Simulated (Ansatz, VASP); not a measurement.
**Gd: VASP beside Ansatz**

The input INCAR:

```
ALGO = Normal
EDIFF = 1E-6
ENCUT = 520
GGA = PE
ISIF = 2
ISMEAR = -1
ISPIN = 2
LASPH = T
LCHARG = T
LELF = T
LMAXMIX = 6
LORBIT = 11
LREAL = F
LVHAR = T
LWAVE = F
MAGMOM = 7 7
NBANDS = 29
NELM = 150
PREC = Accurate
SIGMA = 0.05
```

The input KPOINTS:

```
k-points
0
Gamma
  9 9 5
```

Contents of POSCAR:

```
Gd
1.0
    3.6360000000      0.0000000000      0.0000000000
   -1.8180000000      3.1488683682      0.0000000000
    0.0000000000      0.0000000000      5.7826000000
Gd
2
Direct
    0.3333330000      0.6666670000      0.2500000000
    0.6666670000      0.3333330000      0.7500000000
```

Input for Ansatz:

```yaml
crystal:
  lattice:
    - [3.636, 0.0, 0.0]
    - [-1.8179999999999992, 3.1488683681602194, 0.0]
    - [0.0, 0.0, 5.7826]
  atoms:
    - { symbol: Gd, position: [0.3333330000000001, 0.666667, 0.25] }
    - { symbol: Gd, position: [0.6666670000000001, 0.333333, 0.7499999999999999] }
basis:
  ecutwfc: 600.0
kpoints:
  mp_grid:
    grid: [9, 9, 5]
hamiltonian:
  xc: pbe
magnetization:
  spin_polarized: true
  per_species:
    Gd: 7.0
scf:
  convergence:
    dr2_threshold: 1.0e-10
  occupations:
    method: fermi_dirac
    width: 0.05
output:
  stress: true
```

Alike in both runs: task single point; functional PBE; k mesh 9 × 9 × 5; occupations fermi-dirac, width 0.05 eV; collinear spin.

|  | VASP | Ansatz |
| --- | --- | --- |
| version | VASP 6.6.1 | Ansatz 0.2.0 |
| potentials or method | VASP PAW PBE potentials, release 64 (Gd), cutoff 520 eV | plane waves, PAW |
| valence electrons in the cell | 36 | 36 |

|  | VASP | Ansatz | Ansatz less VASP |
| --- | --- | --- | --- |
| pressure (GPa) | 0.5 | 0.5 | +0.06 |
| traceless stress, the component that is largest in VASP (GPa) | 0.17 | 0.18 | +0.017 |
| net moment per atom (μB) | 7.64 | 7.63 | -0.004 |
| size of the moment on the site where the two differ most (μB) | 6.99 | 7.35 | +0.355 |

Site moments also hang on the region over which each program counts them. The functional is the same, so the differences come from potentials, cutoffs and numerics. Ansatz's warnings: structure snapped to symmetry.

Spin-orbit coupling is off throughout.
